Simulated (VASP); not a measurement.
Write the native input for VASP 6.6.1 that does the following.

| Item | Value |
| --- | --- |
| Task | single point |
| Functional | PBE |
| Potentials or basis | VASP PAW PBE potentials, release 64 (Cu, Ru_pv, C, N) |
| Cutoff | 520 eV |
| k mesh | 6 × 6 × 6 |
| Occupations | gaussian, width 0.1 eV |
| Spin | collinear spin, ferromagnetic start |
| Starting moments | [0.0, -0.37, 0.0, 0.0, 0.0, 0.0, 0.0, 0.0, 0.0, 0.0] μB |
| Dipole correction | no |
| Further INCAR settings | ALGO = Normal; EDIFF = 1e-06; NBANDS = 46 |

The structure of CuRuC4N4 lies in POSCAR:

```
CuRuC4N4
1.0
    5.8297841523      0.0000000000      0.0000000000
    0.0000000000      5.8297841523      0.0000000000
    0.0000000000      0.0000000000      5.8297841523
Cu Ru C N
1 1 4 4
Direct
    0.5000000000      0.5000000000      0.5000000000
    0.0000000000      0.0000000000      0.0000000000
    0.1922365380      0.1922365380      0.1922365380
    0.1922365380      0.8077634620      0.8077634620
    0.8077634620      0.1922365380      0.8077634620
    0.8077634620      0.8077634620      0.1922365380
    0.3088764438      0.3088764438      0.3088764438
    0.3088764438      0.6911235562      0.6911235562
    0.6911235562      0.3088764438      0.6911235562
    0.6911235562      0.6911235562      0.3088764438
```

The input as run:

INCAR

```
SYSTEM = CuRuC4N4
  PREC = Accurate
  ENCUT = 520
  EDIFF = 1E-6
  ISMEAR = 0
  SIGMA = 0.1
  LREAL = .FALSE.
  LASPH = .TRUE.
  NELM = 150
  ALGO = Normal
  ISIF = 2
  LWAVE = .FALSE.
  LCHARG = .FALSE.
  ISPIN = 2
  MAGMOM = 0 -0.37 0 0 0 0 0 0 0 0
  LORBIT = 11
  LMAXMIX = 4
  GGA = PE
  NBANDS = 46
```

KPOINTS

```
regular mesh
0
G
  6 6 6
  0 0 0
```

Potentials or basis: VASP PAW PBE potentials, release 64 (Cu, Ru_pv, C, N).

Run with:

```console
$ cat potpaw_PBE.64/Cu/POTCAR potpaw_PBE.64/Ru_pv/POTCAR potpaw_PBE.64/C/POTCAR potpaw_PBE.64/N/POTCAR > POTCAR
$ mpirun -np 1 vasp_std > vasp.out
```

It gave:

```yaml
Pressure: 0.4 GPa
Largest_force: 0.334 eV/Å
Band_gap_on_the_k_mesh: zero (filled and empty bands overlap)
Net_moment: -1.00 μB per cell
Site_moments: Cu +0.03; Ru -0.50; C -0.01; N -0.04 μB
Valence_electrons_inside_the_program's_atomic_spheres: Cu 9.98; Ru 12.83; C 2.60; N 3.85
```

Caveat: a cell with one magnetic atom can't hold antiferromagnetic order, which such compounds often take.

Run time: 18 min on 1 thread of Intel Xeon 8259CL, with other jobs on the host, peak memory 0.59 GiB.
